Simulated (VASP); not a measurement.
# MgSn4N (P-43m) in VASP: a series of runs

The runs below take MgSn4N through single point, relaxation of cell and atoms, with PBE.

Program: VASP 6.6.1. These are calculated values, not measurements. Logs are shortened: lines on timing, memory, paths and dates and some standing lists are left out, and cuts for length are marked.

## 1. The cell of the first run

Symmetry: P-43m, No. 215, cubic system. The conventional cell has a = 4.907 Å, b = 4.907 Å, c = 4.907 Å, α = 90.00°, β = 90.00°, γ = 90.00°. Mg (site symmetry -43m) has 16 Sn at 2.99 to 4.01 Å and 8 N at 4.25 Å within 4.3 Å. Within 1.7 Å of Sn (site symmetry 3m) lie 1 N at 1.26 Å. N (site symmetry -43m) has 4 Sn at 1.26 Å within 1.7 Å.

The cell was built from a structure type or drawn by symmetry, and may not be a known phase.

## 2. Single point, PBE

File INCAR:

```
SYSTEM = MgSn4N
  ALGO = Normal
  EDIFF = 1E-7
  ENCUT = 520
  GGA = PE
  ISIF = 2
  ISMEAR = 0
  LASPH = .True.
  LCHARG = .False.
  LREAL = .False.
  LWAVE = .False.
  NBANDS = 40
  NELM = 60
  PREC = Accurate
  SIGMA = 0.1
```

File KPOINTS:

```
k-points
0
Gamma
  4 4 4
  0 0 0
```

File POSCAR:

```
MgSn4N
1.0
    4.9070142200      0.0000000000      0.0000000000
    0.0000000000      4.9070142200      0.0000000000
    0.0000000000      0.0000000000      4.9070142200
Mg Sn N
1 4 1
Direct
    0.5000000000      0.5000000000      0.5000000000
    0.1480000000      0.1480000000      0.1480000000
    0.1480000000      0.8520000000      0.8520000000
    0.8520000000      0.8520000000      0.1480000000
    0.8520000000      0.1480000000      0.8520000000
    0.0000000000      0.0000000000      0.0000000000
```

Potentials or basis: VASP PAW PBE potentials, release 64 (Mg, Sn_d, N).

Launch:

```bash
cat potpaw_PBE.64/Mg/POTCAR potpaw_PBE.64/Sn_d/POTCAR potpaw_PBE.64/N/POTCAR > POTCAR
mpirun -np 1 vasp_std > vasp.out
```

OUTCAR:

```text
SYSTEM = MgSn4N
   EDIFF = 1E-7
   ENCUT = 520
   GGA = PE
   ISIF = 2
   ISMEAR = 0
   LASPH = .True.
   LREAL = .False.
   NELM = 60
   PREC = Accurate

 ion  position               nearest neighbor table
   1  0.500  0.500  0.500-   2 2.99   3 2.99   4 2.99   5 2.99
   2  0.148  0.148  0.148-   6 1.26   4 2.05   5 2.05   3 2.05   1 2.99   5 3.75   4 3.75   5 3.75
                             3 3.75   4 3.75   3 3.75
   3  0.148  0.852  0.852-   6 1.26   4 2.05   5 2.05   2 2.05   1 2.99   5 3.75   4 3.75   2 3.75
                             4 3.75   2 3.75   5 3.75
   4  0.852  0.852  0.148-   6 1.26   3 2.05   5 2.05   2 2.05   1 2.99   5 3.75   3 3.75   2 3.75
                             5 3.75   2 3.75   3 3.75
   5  0.852  0.148  0.852-   6 1.26   3 2.05   4 2.05   2 2.05   1 2.99   4 3.75   3 3.75   2 3.75
                             4 3.75   2 3.75   3 3.75
   6  0.000  0.000  0.000-   2 1.26   3 1.26   4 1.26   5 1.26

 -----------------------------------------------------------------------------
|                                                                             |
|           W    W    AA    RRRRR   N    N  II  N    N   GGGG   !!!           |
|           W    W   A  A   R    R  NN   N  II  NN   N  G    G  !!!           |
|           W    W  A    A  R    R  N N  N  II  N N  N  G       !!!           |
|           W WW W  AAAAAA  RRRRR   N  N N  II  N  N N  G  GGG   !            |
|           WW  WW  A    A  R   R   N   NN  II  N   NN  G    G                |
|           W    W  A    A  R    R  N    N  II  N    N   GGGG   !!!           |
|                                                                             |
|     The distance between some ions is very small. Please check the          |
|     nearest-neighbor list in the OUTCAR file.                               |
|     I HOPE YOU KNOW WHAT YOU ARE DOING!                                     |
|                                                                             |
 -----------------------------------------------------------------------------

  LATTYP: Found a simple cubic cell.
 ALAT       =     4.9070142200

  Lattice vectors:

 A1 = (   4.9070142200,   0.0000000000,   0.0000000000)
 A2 = (   0.0000000000,   4.9070142200,   0.0000000000)
 A3 = (   0.0000000000,   0.0000000000,   4.9070142200)

Analysis of symmetry for initial positions (statically):
=====================================================================
 Subroutine PRICEL returns:
 Original cell was already a primitive cell.

 Routine SETGRP: Setting up the symmetry group for a
 simple cubic supercell.

 Subroutine GETGRP returns: Found 24 space group operations
 (whereof 24 operations were pure point group operations)
 out of a pool of 48 trial point group operations.

The static configuration has the point symmetry T_d .

Analysis of symmetry for dynamics (positions and initial velocities):
=====================================================================
 Subroutine PRICEL returns:
 Original cell was already a primitive cell.

 Routine SETGRP: Setting up the symmetry group for a
 simple cubic supercell.

 Subroutine GETGRP returns: Found 24 space group operations
 (whereof 24 operations were pure point group operations)
 out of a pool of 48 trial point group operations.

The dynamic configuration has the point symmetry T_d .

 Subroutine INISYM returns: Found 24 space group operations
 (whereof 24 operations are pure point group operations),
 and found     1 'primitive' translations

----------------------------------------------------------------------------------------

                                     Primitive cell

  volume of cell :     118.1550

  direct lattice vectors                    reciprocal lattice vectors
     4.907014220  0.000000000  0.000000000     0.203789913  0.000000000  0.000000000
     0.000000000  4.907014220  0.000000000     0.000000000  0.203789913  0.000000000
     0.000000000  0.000000000  4.907014220     0.000000000  0.000000000  0.203789913

  length of vectors
     4.907014220  4.907014220  4.907014220     0.203789913  0.203789913  0.203789913

  position of ions in fractional coordinates (direct lattice)
     0.500000000  0.500000000  0.500000000
     0.148000000  0.148000000  0.148000000
     0.148000000  0.852000000  0.852000000
     0.852000000  0.852000000  0.148000000
     0.852000000  0.148000000  0.852000000
     0.000000000  0.000000000  0.000000000

  ion indices of the primitive-cell ions
   primitive index   ion index
                 1           1
                 2           2
                 3           3
                 4           4
                 5           5
                 6           6

----------------------------------------------------------------------------------------

 KPOINTS: k-points

Automatic generation of k-mesh.
 Grid dimensions read from file:
 generate k-points for:    4    4    4

 Generating k-lattice:

  Cartesian coordinates                     Fractional coordinates (reciprocal lattice)
     0.050947478  0.000000000  0.000000000     0.250000000  0.000000000  0.000000000
     0.000000000  0.050947478  0.000000000     0.000000000  0.250000000  0.000000000
     0.000000000  0.000000000  0.050947478     0.000000000  0.000000000  0.250000000

  Length of vectors
     0.050947478  0.050947478  0.050947478

  Shift w.r.t. Gamma in fractional coordinates (k-lattice)
     0.000000000  0.000000000  0.000000000

 Subroutine IBZKPT returns following result:
 ===========================================

 Found     10 irreducible k-points:

 Following reciprocal coordinates:
            Coordinates               Weight
  0.000000  0.000000  0.000000      1.000000
  0.250000  0.000000  0.000000      6.000000
  0.500000  0.000000  0.000000      3.000000
  0.250000  0.250000  0.000000     12.000000
  0.500000  0.250000  0.000000     12.000000
  0.500000  0.500000  0.000000      3.000000
  0.250000  0.250000  0.250000      8.000000
  0.500000  0.250000  0.250000     12.000000
  0.500000  0.500000  0.250000      6.000000
  0.500000  0.500000  0.500000      1.000000
   k-points           NKPTS =     10   k-points in BZ     NKDIM =     10   number of bands    NBANDS=     40
   number of dos      NEDOS =    301   number of ions     NIONS =      6
   total plane-waves  NPLWV =  46656
   dimension x,y,z NGX =    36 NGY =   36 NGZ =   36
   dimension x,y,z NGXF=    72 NGYF=   72 NGZF=   72
   ions per type =               1   4   1
   NGX,Y,Z   is equivalent  to a cutoff of  12.20, 12.20, 12.20 a.u.
   NGXF,Y,Z  is equivalent  to a cutoff of  24.39, 24.39, 24.39 a.u.
 SYSTEM =  MgSn4N
   PREC   = accura    normal or accurate (medium, high low for compatibility)
   ISTART =      0    job   : 0-new  1-cont  2-samecut
   ICHARG =      2    charge: 1-file 2-atom 10-const
   ISPIN  =      1    spin polarized calculation?
   LNONCOLLINEAR =      F non collinear calculations
   LSORBIT =      F    spin-orbit coupling
   LASPH  =      T    aspherical Exc in radial PAW
   ENCUT  =  520.0 eV  38.22 Ry    6.18 a.u.   9.12  9.12  9.12*2*pi/ulx,y,z
   NELM   =     60;   NELMIN=  2; NELMDL= -5     # of ELM steps
   EDIFF  = 0.1E-06   stopping-criterion for ELM
   LREAL  =      F    real-space projection
   EDIFFG = 0.1E-05   stopping-criterion for IOM
   NSW    =      0    number of steps for IOM
   IBRION =     -1    ionic relax: 0-MD 1-quasi-New 2-CG
   NFREE  =      0    steps in history (QN), initial steepest desc. (CG)
   ISIF   =      2    stress and relaxation
   ISYM   =      2    0-nonsym 1-usesym 2-fastsym
   POTIM  = 0.5000    time-step for ionic-motion
   TEBEG  =    0.0;   TEEND  =   0.0 temperature during run
   PSTRESS=    0.0 pullay stress
   NELECT =      63.0000    total number of electrons
   NUPDOWN=      -1.0000    fix difference up-down
   EMIN   =  10.00;   EMAX   =-10.00  energy-range for DOS
   EFERMI =   0.00;   METHOD = LEGACY
   ISMEAR =     0;   SIGMA  =   0.10  broadening in eV -4-tet -1-fermi 0-gaus
   EFERMI_NEDOS =   21; number of points for ismear=-14 and -15
   IALGO  =     38    algorithm
   IMIX   =      4    mixing-type and parameters
     AMIX     =   0.40;   BMIX     =  1.00
     AMIX_MAG =   1.60;   BMIX_MAG =  1.00
  volume/ion in A,a.u.               =      19.69       132.89
  Fermi-wavevector in a.u.,A,eV,Ry     =   1.327510  2.508630 23.977302  1.762282
  Thomas-Fermi vector in A             =   2.456817
   LORBIT       =      0    0 simple, 1 ext, 2 COOP (PROOUT), +10 PAW based schemes
   GGA     = PE    functional components
   LHFCALC =     F    Hartree Fock is set to
   AEXX    =    0.0000 exact exchange contribution
   IVDW    =     0    specifies the selected vdW correction
   LEPSILON=     F    determine dielectric tensor
   LRPA    =     F    only Hartree local field effects (RPA)
 non-spin polarized calculation
 Gauss-broadening in eV      SIGMA  =   0.10
  energy-cutoff  :      520.00
  volume of cell :      118.15
 maximum number of plane-waves:      3197
   NGX = 19   NGY = 19   NGZ = 19

 number of electron      63.0000002 magnetization

 Free energy of the ion-electron system (eV)
  ---------------------------------------------------
  ext. energy  EPLUGINS =         0.00000000
  ---------------------------------------------------
  free energy    TOTEN  =        92.15057220 eV

  energy without entropy =       92.17094636  energy(sigma->0) =       92.16075928

 E-fermi :   9.0271     XC(G=0): -10.2358

 val. band max:        8.8905481231   @ k =   0.5000   0.2500   0.2500
 cond. band min:       9.0793480692   @ k =   0.5000   0.2500   0.0000
 fundamental gap:      0.1887999461
 Fermi energy:         9.0271421226

 k-point     1 :       0.0000    0.0000    0.0000
  band No.  band energies     occupation
      1     -26.3724      2.00000
      2     -22.2801      2.00000
      3     -22.2801      2.00000
      4     -22.2801      2.00000
      5     -17.9390      2.00000
      6     -17.9390      2.00000
[... 32 lines left out ...]
     39      13.7518      0.00000
     40      13.7518      0.00000

 k-point     2 :       0.2500    0.0000    0.0000
  band No.  band energies     occupation
      1     -26.3722      2.00000
      2     -22.2803      2.00000
      3     -22.2799      2.00000
      4     -22.2799      2.00000
      5     -17.9385      2.00000
      6     -17.9366      2.00000
[... 32 lines left out ...]
     39      14.6563      0.00000
     40      14.6563      0.00000

 k-point     3 :       0.5000    0.0000    0.0000
  band No.  band energies     occupation
      1     -26.3721      2.00000
      2     -22.2809      2.00000
      3     -22.2796      2.00000
      4     -22.2796      2.00000
      5     -17.9380      2.00000
      6     -17.9343      2.00000
[... 32 lines left out ...]
     39      14.6744      0.00000
     40      14.7945      0.00000

 k-point     4 :       0.2500    0.2500    0.0000
  band No.  band energies     occupation
      1     -26.3722      2.00000
      2     -22.2804      2.00000
      3     -22.2803      2.00000
      4     -22.2800      2.00000
      5     -17.9371      2.00000
      6     -17.9354      2.00000
[... 32 lines left out ...]
     39      13.6427      0.00000
     40      15.4476      0.00000

 k-point     5 :       0.5000    0.2500    0.0000
  band No.  band energies     occupation
      1     -26.3722      2.00000
      2     -22.2806      2.00000
      3     -22.2800      2.00000
      4     -22.2797      2.00000
      5     -17.9364      2.00000
      6     -17.9334      2.00000
[... 32 lines left out ...]
     39      15.2527      0.00000
     40      15.7680      0.00000

 k-point     6 :       0.5000    0.5000    0.0000
  band No.  band energies     occupation
      1     -26.3721      2.00000
      2     -22.2803      2.00000
      3     -22.2803      2.00000
      4     -22.2799      2.00000
      5     -17.9352      2.00000
      6     -17.9321      2.00000
[... 32 lines left out ...]
     39      15.8703      0.00000
     40      16.0198      0.00000

 k-point     7 :       0.2500    0.2500    0.2500
  band No.  band energies     occupation
      1     -26.3722      2.00000
      2     -22.2804      2.00000
      3     -22.2802      2.00000
      4     -22.2802      2.00000
      5     -17.9350      2.00000
      6     -17.9350      2.00000
[... 32 lines left out ...]
     39      14.3614      0.00000
     40      14.3614      0.00000

 k-point     8 :       0.5000    0.2500    0.2500
  band No.  band energies     occupation
      1     -26.3722      2.00000
      2     -22.2804      2.00000
      3     -22.2802      2.00000
      4     -22.2799      2.00000
      5     -17.9346      2.00000
      6     -17.9329      2.00000
[... 32 lines left out ...]
     39      15.2272      0.00000
     40      15.7573      0.00000

 k-point     9 :       0.5000    0.5000    0.2500
  band No.  band energies     occupation
      1     -26.3723      2.00000
      2     -22.2804      2.00000
      3     -22.2804      2.00000
      4     -22.2803      2.00000
      5     -17.9333      2.00000
      6     -17.9318      2.00000
[... 32 lines left out ...]
     39      15.9770      0.00000
     40      16.3796      0.00000

 k-point    10 :       0.5000    0.5000    0.5000
  band No.  band energies     occupation
      1     -26.3724      2.00000
      2     -22.2804      2.00000
      3     -22.2804      2.00000
      4     -22.2804      2.00000
      5     -17.9315      2.00000
      6     -17.9315      2.00000
[... 32 lines left out ...]
     39      16.5083      0.00000
     40      16.5084      0.00000

------------------------ aborting loop because EDIFF is reached ----------------------------------------

  FORCE on cell =-STRESS in cart. coord.  units (eV):
  Direction    XX          YY          ZZ          XY          YZ          ZX
  --------------------------------------------------------------------------------------
  -------------------------------------------------------------------------------------
  Total      216.5646260    216.5646260    216.5646260      0.0000000     -0.0000000      0.0000000
  in kB     2936.6091833   2936.6091833   2936.6091833      0.0000000     -0.0000000      0.0000000
  external PRESSURE =    2936.6091833 kB  Pullay stress =       0.0000000 kB

 VOLUME and BASIS-vectors are now :
 -----------------------------------------------------------------------------
  energy-cutoff  :      520.00
  volume of cell :      118.15
      direct lattice vectors                 reciprocal lattice vectors
     4.907014220  0.000000000  0.000000000     0.203789913  0.000000000  0.000000000
     0.000000000  4.907014220  0.000000000     0.000000000  0.203789913  0.000000000
     0.000000000  0.000000000  4.907014220     0.000000000  0.000000000  0.203789913

 POSITION                                       TOTAL-FORCE (eV/Angst)
 -----------------------------------------------------------------------------------
      2.45351      2.45351      2.45351        -0.000000     -0.000000      0.000000
      0.72624      0.72624      0.72624        75.472769     75.472769     75.472769
      0.72624      4.18078      4.18078        75.472769    -75.472769    -75.472769
      4.18078      4.18078      0.72624       -75.472769    -75.472769     75.472769
      4.18078      0.72624      4.18078       -75.472769     75.472769    -75.472769
      0.00000      0.00000      0.00000        -0.000000     -0.000000      0.000000
 -----------------------------------------------------------------------------------
    total drift:                               -0.000000     -0.000000     -0.000000

  FREE ENERGIE OF THE ION-ELECTRON SYSTEM (eV)
  ---------------------------------------------------
  free  energy   TOTEN  =        92.1505722036 eV

  energy  without entropy=       92.1709463585  energy(sigma->0) =       92.16075928
```

Run time: 40 s. Hardware: 1 thread of AMD EPYC 9R45 (Zen 5), shared host; peak memory 0.19 GiB.

Results:

```yaml
Free_energy: 92.1506 eV
Pressure: 293.7 GPa
Largest_force: 130.723 eV/Å
Band_gap_on_the_k_mesh: zero (an odd number of electrons rules out a gap without spin polarisation)
```

Forces on the atoms (eV/Å):
```
Mg    0.000   0.000   0.000
Sn   75.473  75.473  75.473
Sn   75.473 -75.473 -75.473
Sn  -75.473 -75.473  75.473
Sn  -75.473  75.473 -75.473
N     0.000   0.000   0.000
```

Levels at points of the mesh, in eV from the Fermi level:
```csv
k point,band 28,band 29,band 30,band 31,band 32,band 33,band 34,band 35
"(0.00, 0.00, 0.00)",-3.25,-3.25,-3.25,1.05,1.05,1.05,1.62,3.66
"(0.50, 0.00, 0.00)",-2.95,-2.95,-0.60,-0.60,-0.32,0.13,1.08,1.94
"(0.50, 0.50, 0.00)",-4.54,-1.03,-0.99,-0.99,-0.54,0.67,1.99,1.99
"(0.50, 0.50, 0.50)",-3.67,-2.78,-2.78,-2.78,0.11,0.96,0.96,6.21
```

Caveat: atoms lie so close that the PAW spheres overlap strongly, which falsifies energies and pressures; the cell stands under pressure; spin-orbit coupling is left out, which moves the levels of the heavy elements; forces of over 1 eV/Å act on the atoms, so gaps and moduli don't describe the material at rest.

## 3. Single point, PBE

This run uses another cell than the first one, of 28.88 Å³/atom.

File INCAR:

```
SYSTEM = MgSn4N
PREC = Accurate
ENCUT = 520
EDIFF = 1E-6
ISMEAR = 0
SIGMA = 0.1
LREAL = .FALSE.
LASPH = .TRUE.
NELM = 60
ALGO = Normal
ISIF = 2
LWAVE = .FALSE.
LCHARG = .FALSE.
GGA = PE
NBANDS = 40
```

File KPOINTS:

```
regular mesh
0
G
  4 4 4
  0 0 0
```

File POSCAR:

```
MgSn4N
1.0
    5.5752315293      0.0000000000      0.0000000000
    0.0000000000      5.5752315293      0.0000000000
    0.0000000000      0.0000000000      5.5752315293
Mg Sn N
1 4 1
Direct
    0.5000000000      0.5000000000      0.5000000000
    0.2215661653      0.2215661653      0.2215661653
    0.2215661653      0.7784338347      0.7784338347
    0.7784338347      0.7784338347      0.2215661653
    0.7784338347      0.2215661653      0.7784338347
    0.0000000000      0.0000000000      0.0000000000
```

Potentials or basis: VASP PAW PBE potentials, release 64 (Mg, Sn_d, N).

Launch:

```bash
cat potpaw_PBE.64/Mg/POTCAR potpaw_PBE.64/Sn_d/POTCAR potpaw_PBE.64/N/POTCAR > POTCAR
mpirun -np 1 vasp_std > vasp.out
```

Run time: 40 s. Hardware: 1 thread of AMD EPYC 9R45 (Zen 5), shared host; peak memory 0.25 GiB.

It converged, with:

| Property | Result |
| --- | --- |
| Free energy | -21.9682 eV |
| Pressure | 0.0 GPa |
| Largest force | 0.035 eV/Å |
| Band gap on the k mesh | zero (an odd number of electrons rules out a gap without spin polarisation) |

Forces on the atoms (eV/Å):
```
Mg   0.000  0.000  0.000
Sn   0.020  0.020  0.020
Sn   0.020 -0.020 -0.020
Sn  -0.020 -0.020  0.020
Sn  -0.020  0.020 -0.020
N    0.000  0.000  0.000
```

Levels at points of the mesh, in eV from the Fermi level:
| k point | band 27 | band 28 | band 29 | band 30 | band 31 | band 32 | band 33 | band 34 | band 35 | band 36 |
| --- | --- | --- | --- | --- | --- | --- | --- | --- | --- | --- |
| (0.00, 0.00, 0.00) | -3.70 | -3.70 | -2.76 | -2.76 | -1.27 | 1.05 | 1.05 | 1.05 | 2.49 | 2.49 |
| (0.50, 0.00, 0.00) | -3.86 | -3.86 | -1.89 | -1.05 | -0.27 | -0.21 | 0.49 | 0.49 | 0.90 | 1.09 |
| (0.50, 0.50, 0.00) | -3.97 | -3.97 | -1.46 | -1.46 | -1.40 | -0.44 | 0.66 | 0.66 | 1.17 | 1.62 |
| (0.50, 0.50, 0.50) | -4.73 | -4.73 | -1.70 | -1.70 | -1.70 | -1.55 | 2.27 | 2.27 | 3.07 | 3.07 |

Caveat: spin-orbit coupling is left out, which moves the levels of the heavy elements.

(Part 1 of 2 ends here.)
